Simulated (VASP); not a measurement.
Sn, 1 atom in the cell. It takes space group Im-3m (No. 229, cubic). The conventional cell has a = 3.789 Å, b = 3.789 Å, c = 3.789 Å, α = 90.00°, β = 90.00°, γ = 90.00°. Within 4.3 Å of Sn (site symmetry m-3m) lie 14 Sn at 3.28 to 3.79 Å. 

- Program: VASP 6.6.1
- Task: single point
- Functional: PBEsol
- Potentials or basis: VASP PAW PBE potentials, release 64 (Sn_d)
- Cutoff: 520 eV
- k mesh: 14 × 14 × 14
- Occupations: gaussian, width 0.05 eV
- Spin: no spin polarisation
- Dipole correction: no
- Further INCAR settings: ALGO = Normal; EDIFF = 1e-06; NBANDS = 13

Potentials or basis: VASP PAW PBE potentials, release 64 (Sn_d).

Command:

```console
$ cat potpaw_PBE.64/Sn_d/POTCAR > POTCAR
$ mpirun -np 1 vasp_std > vasp.out
```

Hardware: 1 thread of Intel(R) Xeon(R) Platinum 8488C (Sapphire Rapids), with other jobs on the host.

How long does it take, and how much memory?

Wall time 9.6 s on 1 thread of Intel(R) Xeon(R) Platinum 8488C (Sapphire Rapids), with other jobs on the host, peak memory 0.16 GiB. Counts: scf iterations 10, k points 104.
